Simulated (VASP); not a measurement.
# GaN (P6_3mc) in VASP: notebook, part 2 of 2

VASP 6.6.1. The steps go on from the part before.

## Step 3: Density of states, PBE

POSCAR

```
GaN
1.0
    3.1799996605      0.0000000000      0.0000000000
   -1.5899998303      2.7539604900      0.0000000000
    0.0000000000      0.0000000000      5.1660000000
Ga N
2 2
Direct
    0.3333333333      0.6666666667      0.0000000000
    0.6666666667      0.3333333333      0.5000000000
    0.3333333333      0.6666666667      0.3750000000
    0.6666666667      0.3333333333      0.8750000000
```

INCAR.step1

```
  ALGO = Normal
  EDIFF = 1E-6
  ENCUT = 520
  GGA = PE
  ISIF = 2
  ISMEAR = -1
  LASPH = T
  LCHARG = T
  LREAL = F
  LWAVE = F
  NBANDS = 26
  NELM = 60
  PREC = Accurate
  SIGMA = 0.02
```

KPOINTS.step1

```
k-points
0
Gamma
  9 9 5
```

INCAR.step2

```
  ALGO = Normal
  EDIFF = 1E-6
  ENCUT = 520
  GGA = PE
  ICHARG = 11
  ISIF = 2
  ISMEAR = -5
  LASPH = T
  LCHARG = F
  LORBIT = 10
  LREAL = F
  LWAVE = F
  NBANDS = 26
  NEDOS = 2001
  NELM = 60
  PREC = Accurate
  SIGMA = 0.02
```

KPOINTS.step2

```
k-points
0
Gamma
  14 14 8
```

Potentials or basis: VASP PAW PBE potentials, release 64 (Ga_d, N).

The run is started by

```console
$ cat potpaw_PBE.64/Ga_d/POTCAR potpaw_PBE.64/N/POTCAR > POTCAR
$ cp INCAR.step1 INCAR
$ cp KPOINTS.step1 KPOINTS
$ mpirun -np 1 vasp_std > vasp.out
$ cp INCAR.step2 INCAR
$ cp KPOINTS.step2 KPOINTS
$ mpirun -np 1 vasp_std > vasp.out
```

OUTCAR:

```text
EDIFF = 1E-6
   ENCUT = 520
   GGA = PE
   ICHARG = 11
   ISIF = 2
   ISMEAR = -5
   LASPH = T
   LORBIT = 10
   LREAL = F
   NELM = 60
   PREC = Accurate

 ion  position               nearest neighbor table
   1  0.333  0.667  0.000-   3 1.94   4 1.95   4 1.95   4 1.95
   2  0.667  0.333  0.500-   4 1.94   3 1.95   3 1.95   3 1.95
   3  0.333  0.667  0.375-   1 1.94   2 1.95   2 1.95   2 1.95
   4  0.667  0.333  0.875-   2 1.94   1 1.95   1 1.95   1 1.95

  LATTYP: Found a hexagonal cell.
 ALAT       =     3.1799996605
 C/A-ratio  =     1.6245284753

  Lattice vectors:

 A1 = (   3.1799996605,   0.0000000000,   0.0000000000)
 A2 = (  -1.5899998303,   2.7539604900,   0.0000000000)
 A3 = (   0.0000000000,   0.0000000000,   5.1660000000)

Analysis of symmetry for initial positions (statically):
=====================================================================
 Subroutine PRICEL returns:
 Original cell was already a primitive cell.

 Routine SETGRP: Setting up the symmetry group for a
 hexagonal supercell.

 Subroutine GETGRP returns: Found 12 space group operations
 (whereof  6 operations were pure point group operations)
 out of a pool of 24 trial point group operations.

The static configuration has the point symmetry C_3v.
 The point group associated with its full space group is C_6v.

Analysis of symmetry for dynamics (positions and initial velocities):
=====================================================================
 Subroutine PRICEL returns:
 Original cell was already a primitive cell.

 Routine SETGRP: Setting up the symmetry group for a
 hexagonal supercell.

 Subroutine GETGRP returns: Found 12 space group operations
 (whereof  6 operations were pure point group operations)
 out of a pool of 24 trial point group operations.

The dynamic configuration has the point symmetry C_3v.
 The point group associated with its full space group is C_6v.

[... 125 lines left out ...]
  volume/ion in A,a.u.               =      11.31        76.33
  Fermi-wavevector in a.u.,A,eV,Ry     =   1.517036  2.866783 31.312431  2.301399
  Thomas-Fermi vector in A             =   2.626346
   LORBIT       =     10    0 simple, 1 ext, 2 COOP (PROOUT), +10 PAW based schemes
   GGA     = PE    functional components
   LHFCALC =     F    Hartree Fock is set to
   AEXX    =    0.0000 exact exchange contribution
   IVDW    =     0    specifies the selected vdW correction
   LEPSILON=     F    determine dielectric tensor
   LRPA    =     F    only Hartree local field effects (RPA)
 non-spin polarized calculation
 Fermi weights with tetrahedron method with Bloechl corrections
  energy-cutoff  :      520.00
  volume of cell :       45.24
 maximum number of plane-waves:      1236
 NGX is ok and might be reduce to    24

 number of electron      36.0000002 magnetization

 Free energy of the ion-electron system (eV)
  ---------------------------------------------------
  ext. energy  EPLUGINS =         0.00000000
  ---------------------------------------------------
  free energy    TOTEN  =       -24.28307491 eV

  energy without entropy =      -24.28307491  energy(sigma->0) =      -24.28307491

 E-fermi :   5.4379     XC(G=0): -11.7222

 val. band max:        5.4316899185   @ k =   0.0000   0.0000   0.0000
 cond. band min:       7.4034601854   @ k =   0.0000   0.0000   0.0000
 fundamental gap:      1.9717702670
 Fermi energy:         5.4379364198

 k-point     1 :       0.0000    0.0000    0.0000
  band No.  band energies     occupation
      1     -10.6397      2.00000
      2      -9.6779      2.00000
      3      -8.0245      2.00000
      4      -8.0029      2.00000
      5      -8.0029      2.00000
      6      -7.9379      2.00000
[... 685 lines left out ...]
     25      17.9254      0.00000
     26      18.1806      0.00000

 [... further k-points ...]
[... 5 lines left out ...]
  --------------------------------------------------------------------------------------
  -------------------------------------------------------------------------------------
  Total        1.6001247      1.6001247      2.2139692     -0.0000000      0.0000000      0.0000000
  in kB       56.6663482     56.6663482     78.4048589     -0.0000000      0.0000000      0.0000000
  external PRESSURE =      63.9125184 kB  Pullay stress =       0.0000000 kB

 VOLUME and BASIS-vectors are now :
 -----------------------------------------------------------------------------
  energy-cutoff  :      520.00
  volume of cell :       45.24
      direct lattice vectors                 reciprocal lattice vectors
     3.179999661  0.000000000  0.000000000     0.314465442  0.181556708  0.000000000
    -1.589999830  2.753960490  0.000000000     0.000000000  0.363113416  0.000000000
     0.000000000  0.000000000  5.166000000     0.000000000  0.000000000  0.193573364

 POSITION                                       TOTAL-FORCE (eV/Angst)
 -----------------------------------------------------------------------------------
     -0.00000      1.83597      0.00000         0.000000     -0.000000     -0.133798
      1.59000      0.91799      2.58300        -0.000000      0.000000     -0.133798
     -0.00000      1.83597      1.93725        -0.000000      0.000000      0.133798
      1.59000      0.91799      4.52025         0.000000      0.000000      0.133798
 -----------------------------------------------------------------------------------
    total drift:                               -0.000001     -0.000001     -0.000019

  FREE ENERGIE OF THE ION-ELECTRON SYSTEM (eV)
  ---------------------------------------------------
  free  energy   TOTEN  =       -24.2830749123 eV

  energy  without entropy=      -24.2830749123  energy(sigma->0) =      -24.28307491

 total charge

# of ion       s       p       d       tot
------------------------------------------
    1        0.789   0.910  10.186  11.885
    2        0.789   0.910  10.186  11.885
    3        1.224   2.531   0.000   3.755
    4        1.224   2.531   0.000   3.755
--------------------------------------------------
tot          4.027   6.881  20.372  31.280
```

OUTCAR.step1:

```text
EDIFF = 1E-6
   ENCUT = 520
   GGA = PE
   ISIF = 2
[... 928 lines left out ...]
     -0.00000      1.83597      0.00000        -0.000000      0.000000     -0.134603
      1.59000      0.91799      2.58300        -0.000000      0.000000     -0.134603
     -0.00000      1.83597      1.93725         0.000000      0.000000      0.134603
      1.59000      0.91799      4.52025        -0.000000     -0.000000      0.134603
 -----------------------------------------------------------------------------------
    total drift:                               -0.000001     -0.000001     -0.000280

  FREE ENERGIE OF THE ION-ELECTRON SYSTEM (eV)
  ---------------------------------------------------
  free  energy   TOTEN  =       -24.2849062800 eV

  energy  without entropy=      -24.2849062800  energy(sigma->0) =      -24.28490628
```

OSZICAR.step1:

```text
N       E                     dE             d eps       ncg     rms          rms(c)
DAV:   1     0.276935130045E+03    0.27694E+03   -0.17672E+04  2066   0.259E+03
DAV:   2     0.730196405213E+01   -0.26963E+03   -0.25552E+03  2024   0.485E+02
DAV:   3    -0.271368975356E+02   -0.34439E+02   -0.33937E+02  2236   0.143E+02
DAV:   4    -0.283123806987E+02   -0.11755E+01   -0.11701E+01  2206   0.279E+01
DAV:   5    -0.283354536596E+02   -0.23073E-01   -0.23047E-01  2350   0.373E+00    0.110E+01
DAV:   6    -0.242037097681E+02    0.41317E+01   -0.10061E+01  3094   0.494E+01    0.306E+00
DAV:   7    -0.243030632629E+02   -0.99353E-01   -0.14392E+00  1986   0.902E+00    0.272E+00
DAV:   8    -0.242982257512E+02    0.48375E-02   -0.14261E-01  3138   0.511E+00    0.771E-01
DAV:   9    -0.242843964260E+02    0.13829E-01   -0.46638E-02  3128   0.367E+00    0.332E-01
DAV:  10    -0.242849372065E+02   -0.54078E-03   -0.39569E-03  1968   0.403E-01    0.587E-02
DAV:  11    -0.242849050519E+02    0.32155E-04   -0.33623E-04  2844   0.333E-01    0.332E-02
DAV:  12    -0.242849047982E+02    0.25366E-06   -0.51276E-05  2748   0.753E-02    0.974E-03
DAV:  13    -0.242849063225E+02   -0.15243E-05   -0.64896E-06  2510   0.224E-02    0.825E-03
DAV:  14    -0.242849062800E+02    0.42534E-07   -0.60000E-07  1132   0.733E-03
   1 F= -.24284906E+02 E0= -.24284906E+02  d E =-.276084E-10
```

It took 3.2 min on 1 thread of AMD EPYC 7R13, shared host; peak memory 0.2 GiB.

What came out:

```yaml
Valence_electrons_inside_the_program's_atomic_spheres: Ga 11.88; N 3.75
```

Levels at points of the mesh, in eV from the valence-band top:
```tsv
k point	band 16	band 17	band 18	band 19	band 20	band 21
(0.00, 0.00, 0.00)	-0.06	0.00	0.00	1.97	4.30	9.26
(0.50, 0.00, 0.00)	-2.78	-2.26	-0.99	5.07	5.61	6.07
(0.00, 0.00, 0.50)	-0.55	-0.55	-0.55	4.29	4.29	8.54
(0.50, 0.00, 0.50)	-1.96	-1.93	-1.93	4.42	4.42	7.84
```
